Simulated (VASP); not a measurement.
Input of a VASP 6.6.1 run:

The input INCAR:

```
SYSTEM = WC
PREC = Accurate
ENCUT = 520
EDIFF = 1E-7
ISMEAR = 0
SIGMA = 0.15
LREAL = .FALSE.
LASPH = .TRUE.
NELM = 80
ALGO = Normal
ISIF = 2
LWAVE = .FALSE.
LCHARG = .TRUE.
GGA = PS
LELF = .TRUE.
LVHAR = .TRUE.
NBANDS = 16
```

KPOINTS

```
Automatic mesh
0
G
  24 24 22
  0 0 0
```

Contents of POSCAR:

```
WC
1.0
    2.7824771203      0.0000000000      0.0000000000
   -1.3912385602      2.4096958716      0.0000000000
    0.0000000000      0.0000000000      3.0538208559
W C
1 1
Direct
    0.0000000000      0.0000000000      0.0000000000
    0.6666666667      0.3333333333      0.5000000000
```

Potentials or basis: VASP PAW PBE potentials, release 64 (W_sv, C).

The run is started by

```sh
$ cat potpaw_PBE.64/W_sv/POTCAR potpaw_PBE.64/C/POTCAR > POTCAR
$ mpirun -np 1 vasp_std > vasp.out
```

Q: What does it give for the pressure?

A: 2.3 GPa.

Q: Estimate the band gap on the k mesh.

A: Zero (bands 9 and 10 overlap by 1.18 eV).

Stress tensor (GPa, compression positive):
```
 29.41   0.00   0.00
  0.00  29.41   0.00
  0.00   0.00 -51.86
```

Caveat: the cell differs from its parent crystal (strain -0.040 along x and y, +0.080 along z); the PAW data sets were made with another functional, which shifts forces and pressure a little; spin-orbit coupling is left out, which moves the levels of the heavy elements.
